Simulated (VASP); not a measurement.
# In (Im-3m) in VASP: further runs, part 2 of 2

VASP 6.6.1.

### Step 3. Single point, HF

This run uses another cell than the first one, of 30.61 Å³/atom.

POSCAR

```
In
1.0
   -1.9706111400      1.9706111400      1.9706111400
    1.9706111400     -1.9706111400      1.9706111400
    1.9706111400      1.9706111400     -1.9706111400
In
1
Direct
    0.0000000000      0.0000000000      0.0000000000
```

INCAR.step1

```
SYSTEM = In
ALGO = Normal
EDIFF = 1E-5
ENCUT = 520
GGA = PE
ISIF = 2
ISMEAR = -1
LASPH = .True.
LCHARG = .False.
LREAL = .False.
LWAVE = .True.
NBANDS = 12
NELM = 80
PREC = Accurate
SIGMA = 0.05
```

INCAR.step2

```
SYSTEM = In
AEXX = 1.0
AGGAC = 0.0
ALDAC = 0.0
ALGO = Normal
EDIFF = 1E-6
ENCUT = 520
GGA = PE
ISIF = 2
ISMEAR = -1
ISTART = 1
LASPH = .True.
LCHARG = .False.
LHFCALC = .True.
LREAL = .False.
LWAVE = .False.
NBANDS = 12
NELM = 80
PREC = Accurate
PRECFOCK = Normal
SIGMA = 0.05
```

KPOINTS

```
k-points
0
Gamma
  5 5 5
  0 0 0
```

Potentials or basis: VASP PAW PBE potentials, release 64 (In_d).

Started as:

```console
> cat potpaw_PBE.64/In_d/POTCAR > POTCAR
> cp INCAR.step1 INCAR
> mpirun -np 1 vasp_std > vasp.out
> cp INCAR.step2 INCAR
> mpirun -np 1 vasp_std > vasp.out
```

OUTCAR:

```text
SYSTEM = In
   AEXX = 1.0
   EDIFF = 1E-6
   ENCUT = 520
   GGA = PE
   ISIF = 2
   ISMEAR = -1
   ISTART = 1
   LASPH = .True.
   LHFCALC = .True.
   LREAL = .False.
   NELM = 80
   PREC = Accurate
   PRECFOCK = Normal

 ion  position               nearest neighbor table
   1  0.000  0.000  0.000-

  LATTYP: Found a body centered cubic cell.
 ALAT       =     3.9412222800

  Lattice vectors:

[... 320 lines left out ...]
      8      11.0894      0.00000
      9      11.8013      0.00000
     10      15.4001      0.00000
     11      18.5203      0.00000
     12      30.0362      0.00000

------------------------ aborting loop because EDIFF is reached ----------------------------------------

  FORCE on cell =-STRESS in cart. coord.  units (eV):
  Direction    XX          YY          ZZ          XY          YZ          ZX
  --------------------------------------------------------------------------------------
  -------------------------------------------------------------------------------------
  Total       -0.1200606     -0.1200606     -0.1200606     -0.0000000     -0.0000000     -0.0000000
  in kB       -6.2841761     -6.2841761     -6.2841761     -0.0000000     -0.0000000     -0.0000000
  external PRESSURE =      -6.2841761 kB  Pullay stress =       0.0000000 kB

 VOLUME and BASIS-vectors are now :
 -----------------------------------------------------------------------------
  energy-cutoff  :      520.00
  volume of cell :       30.61
      direct lattice vectors                 reciprocal lattice vectors
    -1.970611140  1.970611140  1.970611140     0.000000000  0.253728394  0.253728394
     1.970611140 -1.970611140  1.970611140     0.253728394  0.000000000  0.253728394
     1.970611140  1.970611140 -1.970611140     0.253728394  0.253728394  0.000000000

 POSITION                                       TOTAL-FORCE (eV/Angst)
 -----------------------------------------------------------------------------------
      0.00000      0.00000      0.00000         0.000000      0.000000     -0.000000
 -----------------------------------------------------------------------------------
    total drift:                                0.000000     -0.000000     -0.000000

  FREE ENERGIE OF THE ION-ELECTRON SYSTEM (eV)
  ---------------------------------------------------
  free  energy   TOTEN  =        -3.9235852971 eV

  energy  without entropy=       -3.9171697555  energy(sigma->0) =       -3.92037753
```

OUTCAR.step1:

```text
SYSTEM = In
   EDIFF = 1E-5
   ENCUT = 520
   GGA = PE
   ISIF = 2
   ISMEAR = -1
   LASPH = .True.
[... 350 lines left out ...]
 -----------------------------------------------------------------------------------
      0.00000      0.00000      0.00000         0.000000     -0.000000      0.000000
 -----------------------------------------------------------------------------------
    total drift:                               -0.000000     -0.000000     -0.000000

  FREE ENERGIE OF THE ION-ELECTRON SYSTEM (eV)
  ---------------------------------------------------
  free  energy   TOTEN  =        -2.4896121498 eV

  energy  without entropy=       -2.4708434216  energy(sigma->0) =       -2.48022779
```

OSZICAR.step1:

```text
N       E                     dE             d eps       ncg     rms          rms(c)
DAV:   1     0.765102569626E+02    0.76510E+02   -0.61008E+03   248   0.129E+03
DAV:   2     0.128560215048E+01   -0.75225E+02   -0.73658E+02   252   0.283E+02
DAV:   3    -0.242118276305E+01   -0.37068E+01   -0.36943E+01   288   0.640E+01
DAV:   4    -0.250537878355E+01   -0.84196E-01   -0.84166E-01   332   0.979E+00
DAV:   5    -0.250889923280E+01   -0.35204E-02   -0.35202E-02   324   0.170E+00    0.163E+00
DAV:   6    -0.249255375956E+01    0.16345E-01   -0.27809E-02   292   0.317E+00    0.815E-01
DAV:   7    -0.248971167340E+01    0.28421E-02   -0.91584E-03   312   0.162E+00    0.200E-01
DAV:   8    -0.248960247583E+01    0.10920E-03   -0.70605E-04   288   0.436E-01    0.297E-02
DAV:   9    -0.248961214979E+01   -0.96740E-05   -0.12276E-05   228   0.451E-02
   1 F= -.24896121E+01 E0= -.24802278E+01  d E =-.187687E-01
```

Run time: 14 min. Hardware: 1 thread of Intel Xeon 8259CL, shared host; peak memory 0.17 GiB.

What came out:

```yaml
Free_energy: -3.9236 eV
Pressure: -0.6 GPa
Band_gap_on_the_k_mesh: zero (an odd number of electrons rules out a gap without spin polarisation)
```

Levels at points of the mesh, in eV from the Fermi level:
| k point | band 2 | band 3 | band 4 | band 5 | band 6 | band 7 | band 8 | band 9 | band 10 | band 11 |
| --- | --- | --- | --- | --- | --- | --- | --- | --- | --- | --- |
| (0.00, 0.00, 0.00) | -25.20 | -25.20 | -25.00 | -25.00 | -15.80 | 13.84 | 13.84 | 13.84 | 16.26 | 16.26 |

Caveat: the k points lie up to 0.45 Å⁻¹ apart, too coarse for converged energies and pressures of a metal; the PAW data sets were made with another functional, which shifts forces and pressure a little; spin-orbit coupling is left out, which moves the levels of the heavy elements.

### Step 4. Single point, r2SCAN+D3(BJ)

POSCAR

```
In
1.0
   -1.8825252400      1.8825252400      1.8825252400
    1.8825252400     -1.8825252400      1.8825252400
    1.8825252400      1.8825252400     -1.8825252400
In
1
Direct
    0.0000000000      0.0000000000      0.0000000000
```

INCAR.step1

```
PREC = Accurate
ENCUT = 550
ISMEAR = 0
SIGMA = 0.01
LREAL = False
LASPH = True
NELM = 120
NBANDS = 12
GGA = PE
ALGO = Normal
EDIFF = 1E-5
LWAVE = True
LCHARG = False
GGA_COMPAT = False
```

INCAR.step2

```
PREC = Accurate
ENCUT = 550
EDIFF = 1E-6
ISMEAR = 0
SIGMA = 0.01
LREAL = False
LASPH = True
NELM = 120
ALGO = Normal
ISIF = 2
LWAVE = False
LCHARG = True
METAGGA = R2SCAN
LMIXTAU = True
IVDW = 12
VDW_S6 = 1.0
VDW_S8 = 0.78981345
VDW_A1 = 0.49484001
VDW_A2 = 5.73083694
LELF = True
LVHAR = True
NBANDS = 12
ISTART = 1
GGA_COMPAT = False
```

KPOINTS

```
Automatic mesh
0
Gamma
  10 10 10
  0.5 0.5 0.5
```

Started as:

```console
> cat potpaw_PBE.64/In_d/POTCAR > POTCAR
> cp INCAR.step1 INCAR
> mpirun -np 1 vasp_std > vasp.out
> cp INCAR.step2 INCAR
> mpirun -np 1 vasp_std > vasp.out
```

It took 64 s on 1 thread of Intel Xeon 8259CL, shared host; peak memory 0.18 GiB.

Results (log left out):

```
Free energy                : -22.7033 eV
Pressure                   : -0.4 GPa
Band gap on the k mesh     : zero (an odd number of electrons rules out a gap without spin polarisation)
Dispersion energy per atom : -0.158 eV
```

Levels at points of the mesh, in eV from the Fermi level:
```tsv
k point	band 4	band 5	band 6	band 7	band 8	band 9
(0.05, 0.05, 0.05)	-15.03	-15.03	-9.57	8.75	9.81	9.81
```

Caveat: the PAW data sets were made with another functional, which shifts forces and pressure a little; spin-orbit coupling is left out, which moves the levels of the heavy elements.

### Step 5. Single point, HSE06

This run uses another cell than the first one, of 25.08 Å³/atom.

POSCAR

```
In
1.0
   -1.8440955744      1.8440955744      1.8440955744
    1.8440955744     -1.8440955744      1.8440955744
    1.8440955744      1.8440955744     -1.8440955744
In
1
Direct
    0.0000000000      0.0000000000      0.0000000000
```

INCAR.step1

```
SYSTEM = In
PREC = Accurate ; ENCUT = 520
EDIFF = 1E-5 ; ISMEAR = -1
SIGMA = 0.05 ; LREAL = .FALSE.
LASPH = .TRUE. ; NELM = 60
ALGO = Normal ; ISIF = 2
LWAVE = .TRUE. ; NBANDS = 12
GGA = PE
```

INCAR.step2

```
SYSTEM = In
PREC = Accurate ; ENCUT = 520
EDIFF = 1E-6 ; ISMEAR = -1
SIGMA = 0.05 ; LREAL = .FALSE.
LASPH = .TRUE. ; NELM = 60
ALGO = Normal ; ISIF = 2
LWAVE = .FALSE. ; LCHARG = .TRUE.
GGA = PE ; LHFCALC = .TRUE.
HFSCREEN = 0.2079 ; PRECFOCK = Normal
LELF = .TRUE. ; LVHAR = .TRUE.
NBANDS = 12 ; ISTART = 1
```

KPOINTS

```
Automatic mesh
0
G
  6 6 6
  0 0 0
```

Potentials or basis: VASP PAW PBE potentials, release 64 (In_d).

Started as:

```console
> cat potpaw_PBE.64/In_d/POTCAR > POTCAR
> cp INCAR.step1 INCAR
> mpirun -np 1 vasp_std > vasp.out
> cp INCAR.step2 INCAR
> mpirun -np 1 vasp_std > vasp.out
```

OUTCAR:

```text
SYSTEM = In
   PREC = Accurate
   ENCUT = 520
   EDIFF = 1E-6
   ISMEAR = -1
   LREAL = .FALSE.
   LASPH = .TRUE.
   NELM = 60
   ISIF = 2
   GGA = PE
   LHFCALC = .TRUE.
   HFSCREEN = 0.2079
   PRECFOCK = Normal
   ISTART = 1

 ion  position               nearest neighbor table
   1  0.000  0.000  0.000-

  LATTYP: Found a body centered cubic cell.
 ALAT       =     3.6881911488

  Lattice vectors:

 A1 = (  -1.8440955744,   1.8440955744,   1.8440955744)
 A2 = (   1.8440955744,  -1.8440955744,   1.8440955744)
 A3 = (   1.8440955744,   1.8440955744,  -1.8440955744)

Analysis of symmetry for initial positions (statically):
=====================================================================
 Subroutine PRICEL returns:
 Original cell was already a primitive cell.

 Routine SETGRP: Setting up the symmetry group for a
 body centered cubic supercell.

 Subroutine GETGRP returns: Found 48 space group operations
 (whereof 48 operations were pure point group operations)
 out of a pool of 48 trial point group operations.

The static configuration has the point symmetry O_h .

Analysis of symmetry for dynamics (positions and initial velocities):
=====================================================================
 Subroutine PRICEL returns:
 Original cell was already a primitive cell.

 Routine SETGRP: Setting up the symmetry group for a
 body centered cubic supercell.

 Subroutine GETGRP returns: Found 48 space group operations
 (whereof 48 operations were pure point group operations)
 out of a pool of 48 trial point group operations.

The dynamic configuration has the point symmetry O_h .

 Subroutine INISYM returns: Found 48 space group operations
 (whereof 48 operations are pure point group operations),
 and found     1 'primitive' translations

----------------------------------------------------------------------------------------

[... 113 lines left out ...]
   AEXX    =    0.2500 exact exchange contribution
   HFSCREEN=    0.2079 screening length (either q_TF or 0.3 A-1)
   HFSCREENC=   0.2079 screening length for correlation (either q_TF or 0.3 A-1)
   ENCUTFOCK=  -1.0 apply spherical cutoff to Coloumb kernel
   IVDW    =     0    specifies the selected vdW correction
   LEPSILON=     F    determine dielectric tensor
   LRPA    =     F    only Hartree local field effects (RPA)
 non-spin polarized calculation
  energy-cutoff  :      520.00
  volume of cell :       25.08
 maximum number of plane-waves:       685
  NGX = 18; NGY = 18; NGZ = 18

 number of electron      12.9999992 magnetization

 Free energy of the ion-electron system (eV)
  ---------------------------------------------------
  ext. energy  EPLUGINS =         0.00000000
  ---------------------------------------------------
  free energy    TOTEN  =        -2.91069776 eV

  energy without entropy =       -2.90651110  energy(sigma->0) =       -2.90860443

 E-fermi :   7.9107     XC(G=0):  -8.6450

 val. band max:        7.2871095973   @ k =   0.5000   0.5000   0.3333
 cond. band min:       8.0079601160   @ k =  -0.3333   0.5000   0.1667
 fundamental gap:      0.7208505186
 Fermi energy:         7.9106654883

 k-point     1 :       0.0000    0.0000    0.0000
  band No.  band energies     occupation
      1      -8.8314      2.00000
      2      -8.8314      2.00000
      3      -8.8314      2.00000
      4      -8.5138      2.00000
      5      -8.5138      2.00000
      6      -3.1578      2.00000
      7      20.6343      0.00000
      8      20.6343      0.00000
      9      20.6343      0.00000
     10      21.9054      0.00000
     11      21.9054      0.00000
     12      21.9054      0.00000
[... 211 lines left out ...]
 k-point    16 :       0.5000    0.5000    0.5000
  band No.  band energies     occupation
      1      -8.9620      2.00000
      2      -8.9620      2.00000
      3      -8.3638      2.00000
      4      -8.3638      2.00000
      5      -8.3638      2.00000
      6       9.4128      0.00000
      7       9.4128      0.00000
      8       9.4129      0.00000
      9       9.7654      0.00000
     10      13.6449      0.00000
     11      13.6449      0.00000
     12      29.0562      0.00000

------------------------ aborting loop because EDIFF is reached ----------------------------------------

  FORCE on cell =-STRESS in cart. coord.  units (eV):
  Direction    XX          YY          ZZ          XY          YZ          ZX
  --------------------------------------------------------------------------------------
  -------------------------------------------------------------------------------------
  Total        0.3461485      0.3461485      0.3461485     -0.0000000      0.0000000     -0.0000000
  in kB       22.1086756     22.1086756     22.1086756     -0.0000000      0.0000000     -0.0000000
  external PRESSURE =      22.1086756 kB  Pullay stress =       0.0000000 kB

 VOLUME and BASIS-vectors are now :
 -----------------------------------------------------------------------------
  energy-cutoff  :      520.00
  volume of cell :       25.08
      direct lattice vectors                 reciprocal lattice vectors
    -1.844095574  1.844095574  1.844095574     0.000000000  0.271135622  0.271135622
     1.844095574 -1.844095574  1.844095574     0.271135622  0.000000000  0.271135622
     1.844095574  1.844095574 -1.844095574     0.271135622  0.271135622  0.000000000

 POSITION                                       TOTAL-FORCE (eV/Angst)
 -----------------------------------------------------------------------------------
      0.00000      0.00000      0.00000         0.000000      0.000000      0.000000
 -----------------------------------------------------------------------------------
    total drift:                                0.000088      0.000058     -0.000024

  FREE ENERGIE OF THE ION-ELECTRON SYSTEM (eV)
  ---------------------------------------------------
  free  energy   TOTEN  =        -2.9106977638 eV

  energy  without entropy=       -2.9065110980  energy(sigma->0) =       -2.90860443
```

Run time: 15 min. Hardware: 1 thread of Intel Xeon Platinum 8488C (Sapphire Rapids), shared host; peak memory 0.24 GiB.

Results:

| Item | Value |
| --- | --- |
| Free energy | -2.9107 eV |
| Pressure | 2.2 GPa |
| Band gap on the k mesh | zero (an odd number of electrons rules out a gap without spin polarisation) |

Caveat: the k points lie up to 0.40 Å⁻¹ apart, too coarse for converged energies and pressures of a metal; the PAW data sets were made with another functional, which shifts forces and pressure a little; spin-orbit coupling is left out, which moves the levels of the heavy elements.

### Step 6. The runs side by side

```csv
level,spin,cell,k mesh,cutoff (eV),smearing,grid for exact exchange (PRECFOCK),share of exact exchange,screening parameter,gap on the mesh (eV),pressure (GPa)
PBE0,"non-collinear, zero start, SOC","a = 3.261 Å, angles 109.5°, 1 atom",4 × 4 × 4,520,fermi-dirac 0.05 eV,Normal,0.25,-,-,1.8
HF,off,"a = 3.413 Å, angles 109.5°, 1 atom",5 × 5 × 5,520,fermi-dirac 0.05 eV,Normal,1,-,none,-0.6
r2SCAN+D3(BJ),off,"a = 3.261 Å, angles 109.5°, 1 atom","10 × 10 × 10, shifted",550,gaussian 0.01 eV,-,-,-,none,-0.4
HSE06,off,"a = 3.194 Å, angles 109.5°, 1 atom",6 × 6 × 6,520,fermi-dirac 0.05 eV,Normal,0.25,0.2079 1/Å,none,2.2
```

Alike in all rows: task single point; potentials or basis VASP PAW PBE potentials, release 64 (In_d).

Caveats: some runs use coarse meshes; the PAW data sets were made with another functional, which shifts forces and pressure a little; spin-orbit coupling is left out, which moves the levels of the heavy elements (at least some runs); a moment this small can come from the mesh or the smearing (at least some runs).

Absolute energies hang on the potentials; compare differences alone.

The gap in the log of VASP goes by the Fermi energy; the results here count the filled bands.